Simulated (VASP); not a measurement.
# TiAl (P4/mmm) in VASP: further runs

The runs below take TiAl through single point, with PBEsol.

Program: VASP 6.6.1. These are calculated values, not measurements. Logs are shortened: lines on timing, memory, paths and dates and some standing lists are left out, and cuts for length are marked.

## Step 1: The cell of the first run

The structure is tetragonal, space group P4/mmm (No. 123). Conventional cell: a = 3.040 Å, b = 3.040 Å, c = 3.156 Å, α = 90.00°, β = 90.00°, γ = 90.00°. Ti (site symmetry 4/mmm) has 8 Al at 2.67 Å and 6 Ti at 3.04 to 3.16 Å within 3.5 Å. Al (site symmetry 4/mmm) has 8 Ti at 2.67 Å and 6 Al at 3.04 to 3.16 Å within 3.5 Å.

## Step 2: Single point, PBEsol (normal strain along x -0.0367, normal strain along y -0.0367)

Input file INCAR:

```
SYSTEM = TiAl
  PREC = Accurate
  ENCUT = 520
  EDIFF = 1E-7
  ISMEAR = 0
  SIGMA = 0.15
  LREAL = .FALSE.
  LASPH = .TRUE.
  NELM = 100
  ALGO = Normal
  ISIF = 2
  LWAVE = .FALSE.
  LCHARG = .FALSE.
  GGA = PS
  NBANDS = 14
```

Input file KPOINTS:

```
Automatic mesh
0
G
  14 14 14
  0 0 0
```

Input file POSCAR:

```
TiAl
1.0
    3.0402471496      0.0000000000      0.0000000000
    0.0000000000      3.0402471496      0.0000000000
    0.0000000000      0.0000000000      3.1560751060
Ti Al
1 1
Direct
    0.0000000000      0.0000000000      0.0000000000
    0.5000000000      0.5000000000      0.5000000000
```

Potentials or basis: VASP PAW PBE potentials, release 64 (Ti_sv, Al).

On the command line:

```console
$ cat potpaw_PBE.64/Ti_sv/POTCAR potpaw_PBE.64/Al/POTCAR > POTCAR
$ mpirun -np 1 vasp_std > vasp.out
```

OUTCAR:

```text
SYSTEM = TiAl
   PREC = Accurate
   ENCUT = 520
   EDIFF = 1E-7
   ISMEAR = 0
   LREAL = .FALSE.
   LASPH = .TRUE.
   NELM = 100
   ISIF = 2
   GGA = PS

 ion  position               nearest neighbor table
   1  0.000  0.000  0.000-   2 2.67   2 2.67   2 2.67   2 2.67   2 2.67   2 2.67   2 2.67   2 2.67

   2  0.500  0.500  0.500-   1 2.67   1 2.67   1 2.67   1 2.67   1 2.67   1 2.67   1 2.67   1 2.67

  LATTYP: Found a simple tetragonal cell.
 ALAT       =     3.0402471496
 C/A-ratio  =     1.0380982041

  Lattice vectors:

 A1 = (   3.0402471496,   0.0000000000,   0.0000000000)
 A2 = (   0.0000000000,   3.0402471496,   0.0000000000)
 A3 = (   0.0000000000,   0.0000000000,   3.1560751060)

Analysis of symmetry for initial positions (statically):
=====================================================================
 Subroutine PRICEL returns:
 Original cell was already a primitive cell.

 Routine SETGRP: Setting up the symmetry group for a
 simple tetragonal supercell.

 Subroutine GETGRP returns: Found 16 space group operations
 (whereof 16 operations were pure point group operations)
 out of a pool of 16 trial point group operations.

The static configuration has the point symmetry D_4h.

Analysis of symmetry for dynamics (positions and initial velocities):
=====================================================================
 Subroutine PRICEL returns:
 Original cell was already a primitive cell.

 Routine SETGRP: Setting up the symmetry group for a
 simple tetragonal supercell.

 Subroutine GETGRP returns: Found 16 space group operations
 (whereof 16 operations were pure point group operations)
 out of a pool of 16 trial point group operations.

The dynamic configuration has the point symmetry D_4h.

 Subroutine INISYM returns: Found 16 space group operations
 (whereof 16 operations are pure point group operations),
 and found     1 'primitive' translations

----------------------------------------------------------------------------------------

                                     Primitive cell

  volume of cell :      29.1719

  direct lattice vectors                    reciprocal lattice vectors
     3.040247150  0.000000000  0.000000000     0.328920627  0.000000000  0.000000000
     0.000000000  3.040247150  0.000000000     0.000000000  0.328920627  0.000000000
     0.000000000  0.000000000  3.156075106     0.000000000  0.000000000  0.316849240

  length of vectors
     3.040247150  3.040247150  3.156075106     0.328920627  0.328920627  0.316849240

  position of ions in fractional coordinates (direct lattice)
     0.000000000  0.000000000  0.000000000
     0.500000000  0.500000000  0.500000000

  ion indices of the primitive-cell ions
   primitive index   ion index
                 1           1
                 2           2

----------------------------------------------------------------------------------------

 KPOINTS: Automatic mesh

Automatic generation of k-mesh.
 Grid dimensions read from file:
 generate k-points for:   14   14   14

 Generating k-lattice:

  Cartesian coordinates                     Fractional coordinates (reciprocal lattice)
     0.023494331  0.000000000  0.000000000     0.071428571  0.000000000  0.000000000
     0.000000000  0.023494331  0.000000000     0.000000000  0.071428571  0.000000000
     0.000000000  0.000000000  0.022632089     0.000000000  0.000000000  0.071428571

  Length of vectors
     0.023494331  0.023494331  0.022632089

  Shift w.r.t. Gamma in fractional coordinates (k-lattice)
     0.000000000  0.000000000  0.000000000

 Subroutine IBZKPT returns following result:
 ===========================================

 Found    288 irreducible k-points:

 Following reciprocal coordinates:
            Coordinates               Weight
  0.000000  0.000000  0.000000      1.000000
  0.071429  0.000000  0.000000      4.000000
  0.142857  0.000000  0.000000      4.000000
  0.214286  0.000000  0.000000      4.000000
  0.285714  0.000000  0.000000      4.000000
  0.357143  0.000000  0.000000      4.000000
[... 16 lines left out ...]
  0.285714  0.214286  0.000000      8.000000
  0.357143  0.214286  0.000000      8.000000
 [... further k-points ...]
   k-points           NKPTS =    288   k-points in BZ     NKDIM =    288   number of bands    NBANDS=     14
   number of dos      NEDOS =    301   number of ions     NIONS =      2
   total plane-waves  NPLWV =  13824
   dimension x,y,z NGX =    24 NGY =   24 NGZ =   24
   dimension x,y,z NGXF=    48 NGYF=   48 NGZF=   48
   ions per type =               1   1
   NGX,Y,Z   is equivalent  to a cutoff of  13.12, 13.12, 12.64 a.u.
   NGXF,Y,Z  is equivalent  to a cutoff of  26.25, 26.25, 25.28 a.u.
 SYSTEM =  TiAl
   PREC   = accura    normal or accurate (medium, high low for compatibility)
   ISTART =      0    job   : 0-new  1-cont  2-samecut
   ICHARG =      2    charge: 1-file 2-atom 10-const
   ISPIN  =      1    spin polarized calculation?
   LNONCOLLINEAR =      F non collinear calculations
   LSORBIT =      F    spin-orbit coupling
   LASPH  =      T    aspherical Exc in radial PAW
   ENCUT  =  520.0 eV  38.22 Ry    6.18 a.u.   5.65  5.65  5.87*2*pi/ulx,y,z
   NELM   =    100;   NELMIN=  2; NELMDL= -5     # of ELM steps
   EDIFF  = 0.1E-06   stopping-criterion for ELM
   LREAL  =      F    real-space projection
   EDIFFG = 0.1E-05   stopping-criterion for IOM
   NSW    =      0    number of steps for IOM
   IBRION =     -1    ionic relax: 0-MD 1-quasi-New 2-CG
   NFREE  =      0    steps in history (QN), initial steepest desc. (CG)
   ISIF   =      2    stress and relaxation
   ISYM   =      2    0-nonsym 1-usesym 2-fastsym
   POTIM  = 0.5000    time-step for ionic-motion
   TEBEG  =    0.0;   TEEND  =   0.0 temperature during run
   PSTRESS=    0.0 pullay stress
   NELECT =      15.0000    total number of electrons
   NUPDOWN=      -1.0000    fix difference up-down
   EMIN   =  10.00;   EMAX   =-10.00  energy-range for DOS
   EFERMI =   0.00;   METHOD = LEGACY
   ISMEAR =     0;   SIGMA  =   0.15  broadening in eV -4-tet -1-fermi 0-gaus
   EFERMI_NEDOS =   21; number of points for ismear=-14 and -15
   IALGO  =     38    algorithm
   IMIX   =      4    mixing-type and parameters
     AMIX     =   0.40;   BMIX     =  1.00
     AMIX_MAG =   1.60;   BMIX_MAG =  1.00
  volume/ion in A,a.u.               =      14.59        98.43
  Fermi-wavevector in a.u.,A,eV,Ry     =   1.311546  2.478463 23.404103  1.720153
  Thomas-Fermi vector in A             =   2.442000
   LORBIT       =      0    0 simple, 1 ext, 2 COOP (PROOUT), +10 PAW based schemes
   GGA     = PS    functional components
   LHFCALC =     F    Hartree Fock is set to
   AEXX    =    0.0000 exact exchange contribution
   IVDW    =     0    specifies the selected vdW correction
   LEPSILON=     F    determine dielectric tensor
   LRPA    =     F    only Hartree local field effects (RPA)
 non-spin polarized calculation
 Gauss-broadening in eV      SIGMA  =   0.15
  energy-cutoff  :      520.00
  volume of cell :       29.17
 maximum number of plane-waves:       812
 NGX is ok and might be reduce to    24
   NGX = 11   NGY = 11   NGZ = 11

 number of electron      14.9999999 magnetization

 Free energy of the ion-electron system (eV)
  ---------------------------------------------------
  ext. energy  EPLUGINS =         0.00000000
  ---------------------------------------------------
  free energy    TOTEN  =       -12.91783173 eV

  energy without entropy =      -12.89389912  energy(sigma->0) =      -12.90586543

 E-fermi :   9.7164     XC(G=0): -11.6153

 val. band max:        9.7132639465   @ k =   0.3571   0.2857   0.1429
 cond. band min:       9.7197199900   @ k =   0.4286   0.1429   0.0000
 fundamental gap:      0.0064560435
 Fermi energy:         9.7164272601

 k-point     1 :       0.0000    0.0000    0.0000
  band No.  band energies     occupation
      1     -46.7290      2.00000
      2     -23.0611      2.00000
      3     -22.9998      2.00000
      4     -22.9998      2.00000
      5       0.0463      2.00000
      6       7.9941      2.00000
      7       8.1085      2.00000
      8      11.6875      0.00000
      9      11.6875      0.00000
     10      11.8941      0.00000
     11      13.9374      0.00000
     12      15.0105      0.00000
     13      15.0105      0.00000
     14      19.1134      0.00000

 k-point     2 :       0.0714    0.0000    0.0000
  band No.  band energies     occupation
      1     -46.7276      2.00000
      2     -23.0598      2.00000
      3     -23.0138      2.00000
      4     -22.9986      2.00000
      5       0.1372      2.00000
      6       8.0138      2.00000
      7       8.1079      2.00000
      8      11.4799      0.00000
      9      11.7002      0.00000
     10      11.7422      0.00000
     11      14.2026      0.00000
     12      14.6044      0.00000
     13      15.2199      0.00000
     14      18.9933      0.00000

 k-point     3 :       0.1429    0.0000    0.0000
  band No.  band energies     occupation
      1     -46.7239      2.00000
      2     -23.0562      2.00000
      3     -23.0526      2.00000
      4     -22.9952      2.00000
      5       0.4068      2.00000
      6       7.9265      2.00000
      7       8.1986      2.00000
      8      11.0386      0.00000
      9      11.3852      0.00000
     10      11.7361      0.00000
     11      13.8264      0.00000
     12      14.8201      0.00000
     13      15.7528      0.00000
     14      18.6181      0.00000
[... 324 lines left out ...]
 k-point    23 :       0.2857    0.2143    0.0000
  band No.  band energies     occupation
      1     -46.7021      2.00000
      2     -23.1563      2.00000
      3     -23.0888      2.00000
      4     -23.0351      2.00000
      5       2.1396      2.00000
      6       7.3417      2.00000
      7       8.2540      2.00000
      8       9.9727      0.01570
      9      10.3105      0.00000
     10      11.0482      0.00000
     11      13.2866      0.00000
     12      15.1146      0.00000
     13      17.6151      0.00000
     14      18.1273      0.00000

 k-point    24 :       0.3571    0.2143    0.0000
  band No.  band energies     occupation
      1     -46.6968      2.00000
      2     -23.2095      2.00000
      3     -23.0827      2.00000
      4     -23.0299      2.00000
      5       2.8043      2.00000
      6       6.5136      2.00000
      7       8.5585      2.00000
      8       9.8032      0.41313
      9      10.0574      0.00131
     10      11.0975      0.00000
     11      13.1584      0.00000
     12      15.6036      0.00000
     13      17.7418      0.00000
     14      18.3398      0.00000

 [... further k-points ...]

------------------------ aborting loop because EDIFF is reached ----------------------------------------

  FORCE on cell =-STRESS in cart. coord.  units (eV):
  Direction    XX          YY          ZZ          XY          YZ          ZX
  --------------------------------------------------------------------------------------
  -------------------------------------------------------------------------------------
  Total        1.7168855      1.7168855      2.2390407      0.0000000      0.0000000      0.0000000
  in kB       94.2945952     94.2945952    122.9723488      0.0000000      0.0000000      0.0000000
  external PRESSURE =     103.8538464 kB  Pullay stress =       0.0000000 kB

 VOLUME and BASIS-vectors are now :
 -----------------------------------------------------------------------------
  energy-cutoff  :      520.00
  volume of cell :       29.17
      direct lattice vectors                 reciprocal lattice vectors
     3.040247150  0.000000000  0.000000000     0.328920627  0.000000000  0.000000000
     0.000000000  3.040247150  0.000000000     0.000000000  0.328920627  0.000000000
     0.000000000  0.000000000  3.156075106     0.000000000  0.000000000  0.316849240

 POSITION                                       TOTAL-FORCE (eV/Angst)
 -----------------------------------------------------------------------------------
      0.00000      0.00000      0.00000         0.000000      0.000000      0.000000
      1.52012      1.52012      1.57804         0.000000      0.000000      0.000000
 -----------------------------------------------------------------------------------
    total drift:                                0.000000      0.000000      0.000000

  FREE ENERGIE OF THE ION-ELECTRON SYSTEM (eV)
  ---------------------------------------------------
  free  energy   TOTEN  =       -12.9178317345 eV

  energy  without entropy=      -12.8938991170  energy(sigma->0) =      -12.90586543
```

It took 2.1 min on 1 thread of Intel Xeon 8259CL, shared host; peak memory 0.24 GiB.

What came out:

- Free energy: -12.9178 eV
- Pressure: 10.4 GPa
- Band gap on the k mesh: zero (an odd number of electrons rules out a gap without spin polarisation)

Stress tensor (GPa, compression positive):
```
 9.43  0.00  0.00
 0.00  9.43  0.00
 0.00  0.00 12.30
```

Caveat: the cell differs from its parent crystal (normal strain along x -0.0367, normal strain along y -0.0367); the cell stands under pressure; the PAW data sets were made with another functional, which shifts forces and pressure a little.

## Step 3: Single point, PBEsol (normal strain along x -0.0733, normal strain along y +0.0000)

Input file INCAR:

```
SYSTEM = TiAl
PREC     = Accurate       ! precision mode
ENCUT    = 520            ! plane-wave cutoff, eV
EDIFF    = 1E-7           ! SCF threshold, eV
ISMEAR   = 0              ! smearing method
SIGMA    = 0.15           ! smearing width, eV
LREAL    = .False.        ! projectors in reciprocal space
LASPH    = .True.         ! aspherical terms in the spheres
NELM     = 100            ! most SCF steps
ALGO     = Fast           ! electronic algorithm
ISIF     = 2              ! what is computed and relaxed
LWAVE    = .False.        ! write WAVECAR
LCHARG   = .False.        ! write CHGCAR
GGA      = PS             ! functional
NBANDS   = 14             ! bands
```

Input file KPOINTS:

```
Automatic mesh
0
Gamma
  14 14 14
  0 0 0
```

Input file POSCAR:

```
TiAl
1.0
    2.9247348007      0.0000000000      0.0000000000
    0.0000000000      3.1560751060      0.0000000000
    0.0000000000      0.0000000000      3.1560751060
Ti Al
1 1
Direct
    0.0000000000      0.0000000000      0.0000000000
    0.5000000000      0.5000000000      0.5000000000
```

Potentials or basis: VASP PAW PBE potentials, release 64 (Ti_sv, Al).

On the command line:

```console
$ cat potpaw_PBE.64/Ti_sv/POTCAR potpaw_PBE.64/Al/POTCAR > POTCAR
$ mpirun -np 1 vasp_std > vasp.out
```

Run time: 3.6 min. Hardware: 1 thread of Intel Xeon 8259CL, shared host; peak memory 0.24 GiB.

It converged, with:

| Property | Result |
| --- | --- |
| Free energy | -12.9171 eV |
| Pressure | 10.8 GPa |
| Band gap on the k mesh | zero (an odd number of electrons rules out a gap without spin polarisation) |

Stress tensor (GPa, compression positive):
```
10.22  0.00  0.00
 0.00 11.09  0.00
 0.00  0.00 11.09
```

Levels at points of the mesh, in eV from the Fermi level:
| k point | band 5 | band 6 | band 7 | band 8 | band 9 | band 10 | band 11 | band 12 |
| --- | --- | --- | --- | --- | --- | --- | --- | --- |
| (0.00, 0.00, 0.00) | -9.65 | -1.75 | -1.55 | 1.77 | 2.25 | 2.25 | 4.23 | 4.23 |
| (0.50, 0.00, 0.00) | -5.54 | -5.30 | -0.46 | -0.09 | -0.09 | 2.14 | 4.11 | 6.64 |
| (0.00, 0.50, 0.00) | -6.35 | -5.49 | -0.70 | -0.14 | 0.85 | 2.44 | 3.16 | 6.60 |
| (0.50, 0.50, 0.00) | -5.06 | -2.15 | -1.65 | -1.48 | 0.47 | 0.68 | 3.22 | 5.70 |
| (0.00, 0.50, 0.50) | -5.57 | -2.32 | -2.32 | -1.67 | 1.26 | 1.26 | 2.93 | 4.82 |
| (0.50, 0.50, 0.50) | -3.35 | -3.35 | -3.34 | 1.33 | 3.06 | 3.13 | 3.13 | 3.45 |

Caveat: the cell differs from its parent crystal (normal strain along x -0.0733, normal strain along y +0.0000); the cell stands under pressure; the PAW data sets were made with another functional, which shifts forces and pressure a little.

[end of part 1 of 2]
